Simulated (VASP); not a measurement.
# TaN (C2/m) in VASP: single point with PBEsol

Aim: the single point of TaN with PBEsol.

All numbers are computed with VASP 6.6.1; they aren't measurements. Logs are shortened: lines on timing, memory, paths and dates and some standing lists are left out, and cuts for length are marked.

### Step 1. The cell of the first run

Symmetry: C2/m, No. 12, monoclinic system. Conventional cell: a = 5.205 Å, b = 9.015 Å, c = 2.913 Å, α = 90.00°, β = 94.57°, γ = 90.00°. Ta (site symmetry 2/m) has 6 N at 2.60 Å and 14 Ta at 2.91 to 3.42 Å within 3.5 Å. Within 2.7 Å of Ta (site symmetry 2) lie 6 N at 2.02 to 2.17 Å. N (site symmetry 2/m) has 6 Ta at 2.09 to 2.60 Å and 4 N at 2.60 Å within 2.8 Å. N (site symmetry -1) has 6 Ta at 2.02 to 2.60 Å and 4 N at 2.60 Å within 2.7 Å.

### Step 2. Single point, PBEsol (shear of c along a, cell held: +8.0 %, then relaxed in part)

Input file INCAR:

```
PREC = Accurate
ENCUT = 520
EDIFF = 1E-6
ISMEAR = 0
SIGMA = 0.1
LREAL = F
LASPH = T
NELM = 100
ALGO = Normal
ISIF = 2
LWAVE = F
LCHARG = F
GGA = PS
NBANDS = 33
```

Input file KPOINTS:

```
regular mesh
0
Gamma
  12 12 12
```

Input file POSCAR:

```
TaN
1.0
    5.2050894132      0.0000000000      0.0000000000
   -2.6025447066      4.5077396608      0.0000000000
    0.2322869913      0.0000000000      2.9035873911
Ta N
3 3
Direct
    0.0000000000      0.0000000000      0.0000000000
    0.3343251548      0.6686503097      0.5000000000
    0.6656748452      0.3313496903      0.5000000000
    0.5000000000      0.0000000000      0.0000000000
    0.5000000000      0.5000000000      0.0000000000
    0.0000000000      0.5000000000      0.0000000000
```

Potentials or basis: VASP PAW PBE potentials, release 64 (Ta_pv, N).

On the command line:

```console
$ cat potpaw_PBE.64/Ta_pv/POTCAR potpaw_PBE.64/N/POTCAR > POTCAR
$ mpirun -np 1 vasp_std > vasp.out
```

OUTCAR:

```text
PREC = Accurate
   ENCUT = 520
   EDIFF = 1E-6
   ISMEAR = 0
   LREAL = F
   LASPH = T
   NELM = 100
   ISIF = 2
   GGA = PS

 ion  position               nearest neighbor table
   1  0.000  0.000  0.000-   5 2.60   6 2.60   6 2.60   5 2.60   4 2.60   4 2.60   2 3.24   3 3.24
                             3 3.24   2 3.24   3 3.35   2 3.35   3 3.35   2 3.35   2 3.42   3 3.42
   2  0.334  0.669  0.500-   6 2.02   5 2.02   4 2.09   4 2.09   6 2.17   5 2.17   3 2.99   3 3.01
                             3 3.01   1 3.24   1 3.24   1 3.35   1 3.35   1 3.42   1 3.42
   3  0.666  0.331  0.500-   6 2.02   5 2.02   4 2.09   4 2.09   6 2.17   5 2.17   2 2.99   2 3.01
                             2 3.01   1 3.24   1 3.24   1 3.35   1 3.35   1 3.42   1 3.42
   4  0.500  0.000  0.000-   2 2.09   3 2.09   2 2.09   3 2.09   1 2.60   1 2.60
   5  0.500  0.500  0.000-   2 2.02   3 2.02   2 2.17   3 2.17   1 2.60   1 2.60
   6  0.000  0.500  0.000-   3 2.02   2 2.02   2 2.17   3 2.17   1 2.60   1 2.60

  LATTYP: Found a base centered monoclinic cell.
 ALAT       =     5.2050894132
 B/A-ratio  =     1.7320508076
 C/A-ratio  =     0.5596184466
 COS(beta)  =    -0.0797452223

  Lattice vectors:

 A1 = (  -2.6025447066,   4.5077396608,   0.0000000000)
 A2 = (  -2.6025447066,  -4.5077396608,   0.0000000000)
 A3 = (   0.2322869913,   0.0000000000,   2.9035873911)

Analysis of symmetry for initial positions (statically):
=====================================================================
 Subroutine PRICEL returns:
 Original cell was already a primitive cell.

 Routine SETGRP: Setting up the symmetry group for a
 base centered monoclinic supercell.

 Subroutine GETGRP returns: Found  4 space group operations
 (whereof  4 operations were pure point group operations)
 out of a pool of  4 trial point group operations.

The static configuration has the point symmetry C_2h.

Analysis of symmetry for dynamics (positions and initial velocities):
=====================================================================
 Subroutine PRICEL returns:
 Original cell was already a primitive cell.

 Routine SETGRP: Setting up the symmetry group for a
 base centered monoclinic supercell.

 Subroutine GETGRP returns: Found  4 space group operations
 (whereof  4 operations were pure point group operations)
 out of a pool of  4 trial point group operations.

The dynamic configuration has the point symmetry C_2h.

 Subroutine INISYM returns: Found  4 space group operations
 (whereof  4 operations are pure point group operations),
 and found     1 'primitive' translations

----------------------------------------------------------------------------------------

                                     Primitive cell

  volume of cell :      68.1274

  direct lattice vectors                    reciprocal lattice vectors
     5.205089413  0.000000000  0.000000000     0.192119658  0.110920336 -0.015369573
    -2.602544707  4.507739661  0.000000000     0.000000000  0.221840673  0.000000000
     0.232286991  0.000000000  2.903587391     0.000000000  0.000000000  0.344401551

  length of vectors
     5.205089413  5.205089413  2.912864052     0.222372453  0.221840673  0.344401551

  position of ions in fractional coordinates (direct lattice)
     0.000000000  0.000000000  0.000000000
     0.334325155  0.668650310  0.500000000
     0.665674845  0.331349690  0.500000000
     0.500000000  0.000000000  0.000000000
     0.500000000  0.500000000  0.000000000
     0.000000000  0.500000000  0.000000000

  ion indices of the primitive-cell ions
   primitive index   ion index
                 1           1
                 2           2
                 3           3
                 4           4
                 5           5
                 6           6

----------------------------------------------------------------------------------------

 KPOINTS: regular mesh

Automatic generation of k-mesh.
 Grid dimensions read from file:
 generate k-points for:   12   12   12

 Generating k-lattice:

  Cartesian coordinates                     Fractional coordinates (reciprocal lattice)
     0.016009972  0.009243361 -0.001280798     0.083333333  0.000000000  0.000000000
     0.000000000  0.018486723  0.000000000     0.000000000  0.083333333  0.000000000
     0.000000000  0.000000000  0.028700129     0.000000000  0.000000000  0.083333333

  Length of vectors
     0.018531038  0.018486723  0.028700129

  Shift w.r.t. Gamma in fractional coordinates (k-lattice)
     0.000000000  0.000000000  0.000000000

 Subroutine IBZKPT returns following result:
 ===========================================

 Found    476 irreducible k-points:

 Following reciprocal coordinates:
            Coordinates               Weight
  0.000000  0.000000  0.000000      1.000000
  0.083333 -0.000000 -0.000000      4.000000
  0.166667  0.000000  0.000000      4.000000
  0.250000  0.000000 -0.000000      4.000000
  0.333333  0.000000  0.000000      4.000000
  0.416667  0.000000  0.000000      4.000000
[... 16 lines left out ...]
  0.333333  0.166667  0.000000      4.000000
  0.416667  0.166667  0.000000      4.000000
 [... further k-points ...]
   k-points           NKPTS =    476   k-points in BZ     NKDIM =    476   number of bands    NBANDS=     33
   number of dos      NEDOS =    301   number of ions     NIONS =      6
   total plane-waves  NPLWV =  38400
   dimension x,y,z NGX =    40 NGY =   40 NGZ =   24
   dimension x,y,z NGXF=    80 NGYF=   80 NGZF=   48
   ions per type =               3   3
   NGX,Y,Z   is equivalent  to a cutoff of  12.78, 12.78, 13.70 a.u.
   NGXF,Y,Z  is equivalent  to a cutoff of  25.55, 25.55, 27.40 a.u.
 SYSTEM =  unknown system
   PREC   = accura    normal or accurate (medium, high low for compatibility)
   ISTART =      0    job   : 0-new  1-cont  2-samecut
   ICHARG =      2    charge: 1-file 2-atom 10-const
   ISPIN  =      1    spin polarized calculation?
   LNONCOLLINEAR =      F non collinear calculations
   LSORBIT =      F    spin-orbit coupling
   LASPH  =      T    aspherical Exc in radial PAW
   ENCUT  =  520.0 eV  38.22 Ry    6.18 a.u.   9.68  9.68  5.42*2*pi/ulx,y,z
   NELM   =    100;   NELMIN=  2; NELMDL= -5     # of ELM steps
   EDIFF  = 0.1E-05   stopping-criterion for ELM
   LREAL  =      F    real-space projection
   EDIFFG = 0.1E-04   stopping-criterion for IOM
   NSW    =      0    number of steps for IOM
   IBRION =     -1    ionic relax: 0-MD 1-quasi-New 2-CG
   NFREE  =      0    steps in history (QN), initial steepest desc. (CG)
   ISIF   =      2    stress and relaxation
   ISYM   =      2    0-nonsym 1-usesym 2-fastsym
   POTIM  = 0.5000    time-step for ionic-motion
   TEBEG  =    0.0;   TEEND  =   0.0 temperature during run
   PSTRESS=    0.0 pullay stress
   NELECT =      48.0000    total number of electrons
   NUPDOWN=      -1.0000    fix difference up-down
   EMIN   =  10.00;   EMAX   =-10.00  energy-range for DOS
   EFERMI =   0.00;   METHOD = LEGACY
   ISMEAR =     0;   SIGMA  =   0.10  broadening in eV -4-tet -1-fermi 0-gaus
   EFERMI_NEDOS =   21; number of points for ismear=-14 and -15
   IALGO  =     38    algorithm
   IMIX   =      4    mixing-type and parameters
     AMIX     =   0.40;   BMIX     =  1.00
     AMIX_MAG =   1.60;   BMIX_MAG =  1.00
  volume/ion in A,a.u.               =      11.35        76.62
  Fermi-wavevector in a.u.,A,eV,Ry     =   1.456737  2.752835 28.872704  2.122084
  Thomas-Fermi vector in A             =   2.573621
   LORBIT       =      0    0 simple, 1 ext, 2 COOP (PROOUT), +10 PAW based schemes
   GGA     = PS    functional components
   LHFCALC =     F    Hartree Fock is set to
   AEXX    =    0.0000 exact exchange contribution
   IVDW    =     0    specifies the selected vdW correction
   LEPSILON=     F    determine dielectric tensor
   LRPA    =     F    only Hartree local field effects (RPA)
 non-spin polarized calculation
 Gauss-broadening in eV      SIGMA  =   0.10
  energy-cutoff  :      520.00
  volume of cell :       68.13
 maximum number of plane-waves:      1857
   NGX = 19   NGY = 19   NGZ = 11

 number of electron      47.9999996 magnetization

 Free energy of the ion-electron system (eV)
  ---------------------------------------------------
  ext. energy  EPLUGINS =         0.00000000
  ---------------------------------------------------
  free energy    TOTEN  =       -68.42956601 eV

  energy without entropy =      -68.42648265  energy(sigma->0) =      -68.42802433

 E-fermi :   8.0173     XC(G=0): -13.1691

 val. band max:        8.0075997894   @ k =   0.2500   0.0000   0.2500
 cond. band min:       8.0245917349   @ k =   0.0000   0.1667   0.0000
 fundamental gap:      0.0169919455
 Fermi energy:         8.0173031680

 k-point     1 :       0.0000    0.0000    0.0000
  band No.  band energies     occupation
      1     -28.1336      2.00000
      2     -28.1090      2.00000
      3     -27.7584      2.00000
      4     -27.7380      2.00000
      5     -27.5234      2.00000
      6     -27.4255      2.00000
[... 25 lines left out ...]
     32      11.0947      0.00000
     33      11.2467      0.00000

 k-point     2 :       0.0833   -0.0000   -0.0000
  band No.  band energies     occupation
      1     -28.1377      2.00000
      2     -28.1089      2.00000
      3     -27.7507      2.00000
      4     -27.7303      2.00000
      5     -27.5216      2.00000
      6     -27.4336      2.00000
[... 25 lines left out ...]
     32      11.1483      0.00000
     33      11.4245      0.00000

 k-point     3 :       0.1667    0.0000    0.0000
  band No.  band energies     occupation
      1     -28.1502      2.00000
      2     -28.1035      2.00000
      3     -27.7340      2.00000
      4     -27.7106      2.00000
      5     -27.5166      2.00000
      6     -27.4587      2.00000
[... 25 lines left out ...]
     32      11.1486      0.00000
     33      11.6255      0.00000

 k-point     4 :       0.2500    0.0000   -0.0000
  band No.  band energies     occupation
      1     -28.1675      2.00000
      2     -28.0862      2.00000
      3     -27.7273      2.00000
      4     -27.6847      2.00000
      5     -27.5095      2.00000
      6     -27.4835      2.00000
[... 673 lines left out ...]
     32      11.3332      0.00000
     33      11.7991      0.00000

 k-point    23 :       0.3333    0.1667    0.0000
  band No.  band energies     occupation
      1     -28.1790      2.00000
      2     -28.0185      2.00000
      3     -27.8269      2.00000
      4     -27.6294      2.00000
      5     -27.4869      2.00000
      6     -27.4821      2.00000
[... 25 lines left out ...]
     32      11.2211      0.00000
     33      11.6576      0.00000

 k-point    24 :       0.4167    0.1667    0.0000
  band No.  band energies     occupation
      1     -28.1835      2.00000
      2     -27.9919      2.00000
      3     -27.8587      2.00000
      4     -27.6199      2.00000
      5     -27.4818      2.00000
      6     -27.4773      2.00000
[... 25 lines left out ...]
     32      11.2967      0.00000
     33      11.6449      0.00000

 [... further k-points ...]
[... 5 lines left out ...]
  --------------------------------------------------------------------------------------
  -------------------------------------------------------------------------------------
  Total        0.5929700      0.9318636      2.0255233      0.0000000      0.0000000     -6.8752483
  in kB       13.9450922     21.9149776     47.6349699      0.0000000      0.0000000   -161.6877246
  external PRESSURE =      27.8316799 kB  Pullay stress =       0.0000000 kB

 VOLUME and BASIS-vectors are now :
 -----------------------------------------------------------------------------
  energy-cutoff  :      520.00
  volume of cell :       68.13
      direct lattice vectors                 reciprocal lattice vectors
     5.205089413  0.000000000  0.000000000     0.192119658  0.110920336 -0.015369573
    -2.602544707  4.507739661  0.000000000     0.000000000  0.221840673  0.000000000
     0.232286991  0.000000000  2.903587391     0.000000000  0.000000000  0.344401551

 POSITION                                       TOTAL-FORCE (eV/Angst)
 -----------------------------------------------------------------------------------
      0.00000      0.00000      0.00000         0.000000      0.000000      0.000000
      0.11614      3.01410      1.45179        -0.000000      0.004832      0.000000
      2.71869      1.49364      1.45179         0.000000     -0.004832      0.000000
      2.60254      0.00000      0.00000         0.000000      0.000000      0.000000
      1.30127      2.25387      0.00000         0.000000      0.000000      0.000000
     -1.30127      2.25387      0.00000         0.000000      0.000000      0.000000
 -----------------------------------------------------------------------------------
    total drift:                               -0.000000      0.000000      0.000000

  FREE ENERGIE OF THE ION-ELECTRON SYSTEM (eV)
  ---------------------------------------------------
  free  energy   TOTEN  =       -68.4295660129 eV

  energy  without entropy=      -68.4264826473  energy(sigma->0) =      -68.42802433
```

It took 12 min on 1 thread of AMD EPYC 9R14 (Zen 4), shared host; peak memory 0.8 GiB.

Results:

| Property | Result |
| --- | --- |
| Free energy | -68.4296 eV |
| Pressure | 2.8 GPa |
| Largest force | 0.005 eV/Å |
| Band gap on the k mesh | zero (bands 24 and 25 overlap by 2.13 eV) |

Forces in eV/Å, atoms in the order of the input:
```
Ta   0.000  0.000  0.000
Ta   0.000  0.005  0.000
Ta   0.000 -0.005  0.000
N    0.000  0.000  0.000
N    0.000  0.000  0.000
N    0.000  0.000  0.000
```

Caveat: the cell differs from its parent crystal (shear of c along a, cell held: +8.0 %, then relaxed in part); the PAW data sets were made with another functional, which shifts forces and pressure a little; spin-orbit coupling is left out, which moves the levels of the heavy elements.
